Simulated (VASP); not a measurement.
The system is Mg7Te.

```
Mg Te
1.0
     5.93000    0.00000    0.00000
    -2.96500    5.13553    0.00000
     0.00000    0.00000    4.81000
Mg Te
7 1
Direct
  0.50000 0.00000 0.00000
  0.66660 0.83330 0.50000
  0.66667 0.33333 0.50000
  0.00000 0.50000 0.00000
  0.16670 0.83330 0.50000
  0.16670 0.33340 0.50000
  0.50000 0.50000 0.00000
  0.00000 0.00000 0.00000
```

| Quantity | Value |
| --- | --- |
| Program | VASP 6.6.1 |
| Task | relaxation of cell and atoms |
| Functional | PBE |
| Potentials or basis | VASP PAW PBE potentials, release 64 (Mg, Te) |
| Cutoff | 600 eV |
| k mesh | 3 × 3 × 4 |
| Occupations | gaussian, width 0.2 eV |
| Spin | no spin polarisation |

At the start: pressure 15.4 GPa; volume 18.31 Å³/atom.

Problem. How do energy, volume and symmetry change on relaxing?

Solution. Over 10 steps the energy falls by 226.0 meV/atom and the volume is 23.77 Å³/atom (+29.8 %); space group P-6m2 (No. 187, to 0.1 Å) before and after.

Step by step:
```tsv
step	energy change (eV)	largest force (eV/Å)	pressure (GPa)	volume (Å³)
1	0.0000	0.4565	15.43	146.48
2	-1.6791	0.0552	0.25	187.13
3	-1.6811	0.0531	-0.19	189.33
4	-1.6810	0.0537	0.00	188.40
5	-1.7343	0.0372	-0.01	188.60
6	-1.7960	0.1805	0.20	188.83
7	-1.8010	0.1543	0.08	188.83
8	-1.8016	0.1617	0.11	188.83
9	-1.8062	0.0970	-0.01	189.50
10	-1.8076	0.0355	-0.12	190.14
```

Final structure:
```yaml
crystal:
  lattice:
    - [6.26653, 0.00000, 0.00000]
    - [-3.13326, 5.42697, 0.00000]
    - [0.00000, 0.00000, 5.59102]
  atoms:
    - { symbol: Mg, position: [0.50117, 0.00234, 0.00000] }
    - { symbol: Mg, position: [0.66473, 0.83237, 0.50000] }
    - { symbol: Mg, position: [0.66667, 0.33333, 0.50000] }
    - { symbol: Mg, position: [0.99766, 0.49883, 0.00000] }
    - { symbol: Mg, position: [0.16764, 0.83237, 0.50000] }
    - { symbol: Mg, position: [0.16764, 0.33527, 0.50000] }
    - { symbol: Mg, position: [0.50117, 0.49883, 0.00000] }
    - { symbol: Te, position: [0.00000, 0.00000, 0.00000] }
```

Caveat: the k points lie up to 0.39 Å⁻¹ apart in the final cell, too coarse for converged energies and pressures of a metal; the volume moved by over 15 % at a fixed basis, so the end points are rough; the relaxation stopped at a loose force limit of 0.08 eV/Å, so its end isn't a converged minimum.
